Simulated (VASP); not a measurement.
# HgTe (F-43m) in VASP: notebook

HgTe is run at these levels: PBE; tasks: single point.

Everything below comes from runs of VASP 6.6.1. Logs are shortened: lines on timing, memory, paths and dates and some standing lists are left out, and cuts for length are marked.

### 1 The cell of the first run

It takes space group F-43m (No. 216, cubic). Conventional cell: a = 6.580 Å, b = 6.580 Å, c = 6.580 Å, α = 90.00°, β = 90.00°, γ = 90.00°. Hg (site symmetry -43m) has 4 Te at 2.85 Å within 3.8 Å. Within 3.8 Å of Te (site symmetry -43m) lie 4 Hg at 2.85 Å.

### 2 Single point, PBE

File INCAR:

```
SYSTEM = HgTe
ALGO = Normal
EDIFF = 1E-6
ENCUT = 520
GGA = PE
ISIF = 2
ISMEAR = 0
LASPH = .TRUE.
LCHARG = .FALSE.
LREAL = .FALSE.
LWAVE = .FALSE.
NBANDS = 16
NELM = 60
PREC = Accurate
SIGMA = 0.1
```

File KPOINTS:

```
k-points
0
G
  6 6 6
  0 0 0
```

File POSCAR:

```
HgTe
1.0
    0.0000000000      3.2899842045      3.2899842045
    3.2899842045      0.0000000000      3.2899842045
    3.2899842045      3.2899842045      0.0000000000
Hg Te
1 1
Direct
    0.0000000000      0.0000000000      0.0000000000
    0.2500000000      0.2500000000      0.2500000000
```

Potentials or basis: VASP PAW PBE potentials, release 64 (Hg, Te).

Started as:

```bash
> cat potpaw_PBE.64/Hg/POTCAR potpaw_PBE.64/Te/POTCAR > POTCAR
> mpirun -np 1 vasp_std > vasp.out
```

OUTCAR:

```text
SYSTEM = HgTe
   EDIFF = 1E-6
   ENCUT = 520
   GGA = PE
   ISIF = 2
   ISMEAR = 0
   LASPH = .TRUE.
   LREAL = .FALSE.
   NELM = 60
   PREC = Accurate

 ion  position               nearest neighbor table
   1  0.000  0.000  0.000-   2 2.85   2 2.85   2 2.85   2 2.85
   2  0.250  0.250  0.250-   1 2.85   1 2.85   1 2.85   1 2.85

  LATTYP: Found a face centered cubic cell.
 ALAT       =     6.5799684090

  Lattice vectors:

 A1 = (   0.0000000000,   3.2899842045,   3.2899842045)
 A2 = (   3.2899842045,   0.0000000000,   3.2899842045)
 A3 = (   3.2899842045,   3.2899842045,   0.0000000000)

Analysis of symmetry for initial positions (statically):
=====================================================================
 Subroutine PRICEL returns:
 Original cell was already a primitive cell.

 Routine SETGRP: Setting up the symmetry group for a
 face centered cubic supercell.

 Subroutine GETGRP returns: Found 24 space group operations
 (whereof 24 operations were pure point group operations)
 out of a pool of 48 trial point group operations.

The static configuration has the point symmetry T_d .

Analysis of symmetry for dynamics (positions and initial velocities):
=====================================================================
 Subroutine PRICEL returns:
 Original cell was already a primitive cell.

 Routine SETGRP: Setting up the symmetry group for a
 face centered cubic supercell.

 Subroutine GETGRP returns: Found 24 space group operations
 (whereof 24 operations were pure point group operations)
 out of a pool of 48 trial point group operations.

The dynamic configuration has the point symmetry T_d .

 Subroutine INISYM returns: Found 24 space group operations
 (whereof 24 operations are pure point group operations),
 and found     1 'primitive' translations

----------------------------------------------------------------------------------------

                                     Primitive cell

  volume of cell :      71.2216

  direct lattice vectors                    reciprocal lattice vectors
     0.000000000  3.289984205  3.289984205    -0.151976414  0.151976414  0.151976414
     3.289984205  0.000000000  3.289984205     0.151976414 -0.151976414  0.151976414
     3.289984205  3.289984205  0.000000000     0.151976414  0.151976414 -0.151976414

  length of vectors
     4.652740282  4.652740282  4.652740282     0.263230870  0.263230870  0.263230870

  position of ions in fractional coordinates (direct lattice)
     0.000000000  0.000000000  0.000000000
     0.250000000  0.250000000  0.250000000

  ion indices of the primitive-cell ions
   primitive index   ion index
                 1           1
                 2           2

----------------------------------------------------------------------------------------

 KPOINTS: k-points

Automatic generation of k-mesh.
 Grid dimensions read from file:
 generate k-points for:    6    6    6

 Generating k-lattice:

  Cartesian coordinates                     Fractional coordinates (reciprocal lattice)
    -0.025329402  0.025329402  0.025329402     0.166666667  0.000000000  0.000000000
     0.025329402 -0.025329402  0.025329402     0.000000000  0.166666667  0.000000000
     0.025329402  0.025329402 -0.025329402     0.000000000  0.000000000  0.166666667

  Length of vectors
     0.043871812  0.043871812  0.043871812

  Shift w.r.t. Gamma in fractional coordinates (k-lattice)
     0.000000000  0.000000000  0.000000000

 Subroutine IBZKPT returns following result:
 ===========================================

 Found     16 irreducible k-points:

 Following reciprocal coordinates:
            Coordinates               Weight
  0.000000  0.000000  0.000000      1.000000
  0.166667  0.000000  0.000000      8.000000
  0.333333  0.000000  0.000000      8.000000
  0.500000  0.000000  0.000000      4.000000
  0.166667  0.166667  0.000000      6.000000
  0.333333  0.166667  0.000000     24.000000
[... 8 lines left out ...]
 -0.333333  0.333333  0.166667     24.000000
 -0.333333  0.500000  0.166667     12.000000
   k-points           NKPTS =     16   k-points in BZ     NKDIM =     16   number of bands    NBANDS=     16
   number of dos      NEDOS =    301   number of ions     NIONS =      2
   total plane-waves  NPLWV =  46656
   dimension x,y,z NGX =    36 NGY =   36 NGZ =   36
   dimension x,y,z NGXF=    72 NGYF=   72 NGZF=   72
   ions per type =               1   1
   NGX,Y,Z   is equivalent  to a cutoff of  12.86, 12.86, 12.86 a.u.
   NGXF,Y,Z  is equivalent  to a cutoff of  25.73, 25.73, 25.73 a.u.
 SYSTEM =  HgTe
   PREC   = accura    normal or accurate (medium, high low for compatibility)
   ISTART =      0    job   : 0-new  1-cont  2-samecut
   ICHARG =      2    charge: 1-file 2-atom 10-const
   ISPIN  =      1    spin polarized calculation?
   LNONCOLLINEAR =      F non collinear calculations
   LSORBIT =      F    spin-orbit coupling
   LASPH  =      T    aspherical Exc in radial PAW
   ENCUT  =  520.0 eV  38.22 Ry    6.18 a.u.   8.65  8.65  8.65*2*pi/ulx,y,z
   NELM   =     60;   NELMIN=  2; NELMDL= -5     # of ELM steps
   EDIFF  = 0.1E-05   stopping-criterion for ELM
   LREAL  =      F    real-space projection
   EDIFFG = 0.1E-04   stopping-criterion for IOM
   NSW    =      0    number of steps for IOM
   IBRION =     -1    ionic relax: 0-MD 1-quasi-New 2-CG
   NFREE  =      0    steps in history (QN), initial steepest desc. (CG)
   ISIF   =      2    stress and relaxation
   ISYM   =      2    0-nonsym 1-usesym 2-fastsym
   POTIM  = 0.5000    time-step for ionic-motion
   TEBEG  =    0.0;   TEEND  =   0.0 temperature during run
   PSTRESS=    0.0 pullay stress
   NELECT =      18.0000    total number of electrons
   NUPDOWN=      -1.0000    fix difference up-down
   EMIN   =  10.00;   EMAX   =-10.00  energy-range for DOS
   EFERMI =   0.00;   METHOD = LEGACY
   ISMEAR =     0;   SIGMA  =   0.10  broadening in eV -4-tet -1-fermi 0-gaus
   EFERMI_NEDOS =   21; number of points for ismear=-14 and -15
   IALGO  =     38    algorithm
   IMIX   =      4    mixing-type and parameters
     AMIX     =   0.40;   BMIX     =  1.00
     AMIX_MAG =   1.60;   BMIX_MAG =  1.00
  volume/ion in A,a.u.               =      35.61       240.31
  Fermi-wavevector in a.u.,A,eV,Ry     =   1.035051  1.955963 14.576344  1.071331
  Thomas-Fermi vector in A             =   2.169376
   LORBIT       =      0    0 simple, 1 ext, 2 COOP (PROOUT), +10 PAW based schemes
   GGA     = PE    functional components
   LHFCALC =     F    Hartree Fock is set to
   AEXX    =    0.0000 exact exchange contribution
   IVDW    =     0    specifies the selected vdW correction
   LEPSILON=     F    determine dielectric tensor
   LRPA    =     F    only Hartree local field effects (RPA)
 non-spin polarized calculation
 Gauss-broadening in eV      SIGMA  =   0.10
  energy-cutoff  :      520.00
  volume of cell :       71.22
 maximum number of plane-waves:      1936
 NGX is ok and might be reduce to    36
   NGX = 17   NGY = 17   NGZ = 17

 number of electron      18.0000001 magnetization

 Free energy of the ion-electron system (eV)
  ---------------------------------------------------
  ext. energy  EPLUGINS =         0.00000000
  ---------------------------------------------------
  free energy    TOTEN  =        -3.63147144 eV

  energy without entropy =       -3.63075631  energy(sigma->0) =       -3.63111387

 E-fermi :   2.5830     XC(G=0):  -8.4990

 val. band max:        2.5525297743   @ k =   0.0000   0.0000   0.0000
 cond. band min:       3.2538801239   @ k =   0.5000   0.0000   0.0000
 fundamental gap:      0.7013503495
 Fermi energy:         2.5830112062

 k-point     1 :       0.0000    0.0000    0.0000
  band No.  band energies     occupation
      1      -9.0650      2.00000
      2      -4.5078      2.00000
      3      -4.5078      2.00000
      4      -4.5078      2.00000
      5      -4.0411      2.00000
      6      -4.0411      2.00000
[... 8 lines left out ...]
     15      12.0262      0.00000
     16      12.0262      0.00000

 k-point     2 :       0.1667    0.0000    0.0000
  band No.  band energies     occupation
      1      -8.9464      2.00000
      2      -4.4758      2.00000
      3      -4.4758      2.00000
      4      -4.4503      2.00000
      5      -4.0432      2.00000
      6      -4.0432      2.00000
[... 8 lines left out ...]
     15      11.1191      0.00000
     16      11.1191      0.00000

 k-point     3 :       0.3333    0.0000    0.0000
  band No.  band energies     occupation
      1      -8.6929      2.00000
      2      -4.4202      2.00000
      3      -4.4202      2.00000
      4      -4.1776      2.00000
      5      -4.0351      2.00000
      6      -4.0351      2.00000
[... 8 lines left out ...]
     15      11.4040      0.00000
     16      11.4040      0.00000

 k-point     4 :       0.5000    0.0000    0.0000
  band No.  band energies     occupation
      1      -8.5574      2.00000
      2      -4.3985      2.00000
      3      -4.3985      2.00000
      4      -4.0227      2.00000
      5      -4.0227      2.00000
      6      -3.7691      2.00000
[... 8 lines left out ...]
     15      12.5301      0.00000
     16      12.5301      0.00000

 k-point     5 :       0.1667    0.1667    0.0000
  band No.  band energies     occupation
      1      -8.9063      2.00000
      2      -4.4772      2.00000
      3      -4.4429      2.00000
      4      -4.4429      2.00000
      5      -4.0608      2.00000
      6      -4.0274      2.00000
[... 8 lines left out ...]
     15      10.9753      0.00000
     16      12.1708      0.00000

 k-point     6 :       0.3333    0.1667    0.0000
  band No.  band energies     occupation
      1      -8.6954      2.00000
      2      -4.4196      2.00000
      3      -4.3786      2.00000
      4      -4.2897      2.00000
      5      -4.0452      2.00000
      6      -4.0165      2.00000
[... 8 lines left out ...]
     15      11.9195      0.00000
     16      12.1977      0.00000

 k-point     7 :       0.5000    0.1667    0.0000
  band No.  band energies     occupation
      1      -8.5156      2.00000
      2      -4.3815      2.00000
      3      -4.3512      2.00000
      4      -4.0822      2.00000
      5      -4.0182      2.00000
      6      -3.7884      2.00000
[... 8 lines left out ...]
     15      12.1392      0.00000
     16      12.6406      0.00000

 k-point     8 :      -0.3333    0.1667    0.0000
  band No.  band energies     occupation
      1      -8.5612      2.00000
      2      -4.3788      2.00000
      3      -4.3768      2.00000
      4      -4.0695      2.00000
      5      -4.0468      2.00000
      6      -3.9233      2.00000
[... 8 lines left out ...]
     15      11.3800      0.00000
     16      12.5890      0.00000

 k-point     9 :      -0.1667    0.1667    0.0000
  band No.  band energies     occupation
      1      -8.7809      2.00000
      2      -4.4390      2.00000
      3      -4.4172      2.00000
      4      -4.3403      2.00000
      5      -4.0587      2.00000
      6      -4.0225      2.00000
[... 8 lines left out ...]
     15      11.4119      0.00000
     16      11.6736      0.00000

 k-point    10 :       0.3333    0.3333    0.0000
  band No.  band energies     occupation
      1      -8.5645      2.00000
      2      -4.3604      2.00000
      3      -4.2949      2.00000
      4      -4.2949      2.00000
      5      -4.0000      2.00000
      6      -3.9959      2.00000
[... 8 lines left out ...]
     15      12.5458      0.00000
     16      13.9911      0.00000

 k-point    11 :       0.5000    0.3333    0.0000
  band No.  band energies     occupation
      1      -8.4272      2.00000
      2      -4.3327      2.00000
      3      -4.2551      2.00000
      4      -4.1916      2.00000
      5      -4.0017      2.00000
      6      -3.7318      2.00000
[... 8 lines left out ...]
     15      12.8693      0.00000
     16      13.6881      0.00000

 k-point    12 :      -0.3333    0.3333    0.0000
  band No.  band energies     occupation
      1      -8.4267      2.00000
      2      -4.3429      2.00000
      3      -4.2928      2.00000
      4      -4.0910      2.00000
      5      -4.0329      2.00000
      6      -3.6404      2.00000
[... 8 lines left out ...]
     15      11.5618      0.00000
     16      14.2391      0.00000

 k-point    13 :       0.5000    0.5000    0.0000
  band No.  band energies     occupation
      1      -8.3805      2.00000
      2      -4.3258      2.00000
      3      -4.2091      2.00000
      4      -4.2091      2.00000
      5      -3.9862      2.00000
      6      -3.6434      2.00000
[... 8 lines left out ...]
     15      12.8098      0.00000
     16      13.8680      0.00000

 k-point    14 :       0.5000    0.3333    0.1667
  band No.  band energies     occupation
      1      -8.5183      2.00000
      2      -4.3529      2.00000
      3      -4.3311      2.00000
      4      -4.1632      2.00000
      5      -4.0193      2.00000
      6      -3.8981      2.00000
[... 8 lines left out ...]
     15      12.6689      0.00000
     16      13.5257      0.00000

 k-point    15 :      -0.3333    0.3333    0.1667
  band No.  band energies     occupation
      1      -8.4267      2.00000
      2      -4.3321      2.00000
      3      -4.3040      2.00000
      4      -4.0827      2.00000
      5      -4.0467      2.00000
      6      -3.6260      2.00000
[... 8 lines left out ...]
     15      12.7932      0.00000
     16      13.4098      0.00000

 k-point    16 :      -0.3333    0.5000    0.1667
  band No.  band energies     occupation
      1      -8.3812      2.00000
      2      -4.3083      2.00000
      3      -4.2581      2.00000
      4      -4.1421      2.00000
      5      -4.0242      2.00000
      6      -3.5402      2.00000
[... 8 lines left out ...]
     15      13.2794      0.00000
     16      13.5339      0.00000

------------------------ aborting loop because EDIFF is reached ----------------------------------------

  FORCE on cell =-STRESS in cart. coord.  units (eV):
  Direction    XX          YY          ZZ          XY          YZ          ZX
  --------------------------------------------------------------------------------------
  -------------------------------------------------------------------------------------
  Total        0.5786158      0.5786158      0.5786158      0.0000000     -0.0000000      0.0000000
  in kB       13.0163560     13.0163560     13.0163560      0.0000000     -0.0000000      0.0000000
  external PRESSURE =      13.0163560 kB  Pullay stress =       0.0000000 kB

 VOLUME and BASIS-vectors are now :
 -----------------------------------------------------------------------------
  energy-cutoff  :      520.00
  volume of cell :       71.22
      direct lattice vectors                 reciprocal lattice vectors
     0.000000000  3.289984205  3.289984205    -0.151976414  0.151976414  0.151976414
     3.289984205  0.000000000  3.289984205     0.151976414 -0.151976414  0.151976414
     3.289984205  3.289984205  0.000000000     0.151976414  0.151976414 -0.151976414

 POSITION                                       TOTAL-FORCE (eV/Angst)
 -----------------------------------------------------------------------------------
      0.00000      0.00000      0.00000         0.000000     -0.000000     -0.000000
      1.64499      1.64499      1.64499        -0.000000      0.000000      0.000000
 -----------------------------------------------------------------------------------
    total drift:                               -0.000000     -0.000000     -0.000000

  FREE ENERGIE OF THE ION-ELECTRON SYSTEM (eV)
  ---------------------------------------------------
  free  energy   TOTEN  =        -3.6314714358 eV

  energy  without entropy=       -3.6307563056  energy(sigma->0) =       -3.63111387
```

It took 8.1 s on 1 thread of Intel Xeon 6975P-C (Granite Rapids), shared host; peak memory 0.21 GiB.

Results:

```
Free energy            : -3.6315 eV
Pressure               : 1.3 GPa
Band gap on the k mesh : zero (filled and empty bands touch)
```

Caveat: semilocal functionals underestimate gaps, so a narrow gap can read as zero; spin-orbit coupling is left out, which moves the levels of the heavy elements.

### 3 Single point, PBE

This run uses another cell than the first one, of 36.80 Å³/atom.

File INCAR:

```
PREC = Accurate
ENCUT = 520
EDIFF = 1E-7
ISMEAR = 0
SIGMA = 0.1
LREAL = F
LASPH = T
NELM = 100
ALGO = Normal
ISIF = 2
LWAVE = F
LCHARG = T
GGA = PE
LELF = T
LVHAR = T
NBANDS = 16
```

File KPOINTS:

```
Automatic mesh
0
Gamma
  14 14 14
```

File POSCAR:

```
HgTe
1.0
    0.0000000000      3.3261955631      3.3261955631
    3.3261955631      0.0000000000      3.3261955631
    3.3261955631      3.3261955631      0.0000000000
Hg Te
1 1
Direct
    0.0000000000      0.0000000000      0.0000000000
    0.2500000000      0.2500000000      0.2500000000
```

Potentials or basis: VASP PAW PBE potentials, release 64 (Hg, Te).

Started as:

```bash
> cat potpaw_PBE.64/Hg/POTCAR potpaw_PBE.64/Te/POTCAR > POTCAR
> mpirun -np 1 vasp_std > vasp.out
```

It took 48 s on 1 thread of Intel Xeon 6975P-C (Granite Rapids), shared host; peak memory 0.28 GiB.

Results (log left out):

```yaml
Free_energy: -3.6520 eV
Pressure: 0.0 GPa
Band_gap_on_the_k_mesh: zero (filled and empty bands touch)
```

Levels at points of the mesh, in eV from the Fermi level:
| k point | band 7 | band 8 | band 9 | band 10 | band 11 | band 12 |
| --- | --- | --- | --- | --- | --- | --- |
| (0.00, 0.00, 0.00) | -1.01 | -0.08 | -0.08 | -0.08 | 4.29 | 4.29 |
| (0.50, 0.00, 0.00) | -5.03 | -0.91 | -0.91 | 0.62 | 5.02 | 5.02 |
| (0.50, 0.50, 0.00) | -5.06 | -2.01 | -2.01 | 1.83 | 2.62 | 7.84 |

Caveat: semilocal functionals underestimate gaps, so a narrow gap can read as zero; spin-orbit coupling is left out, which moves the levels of the heavy elements.
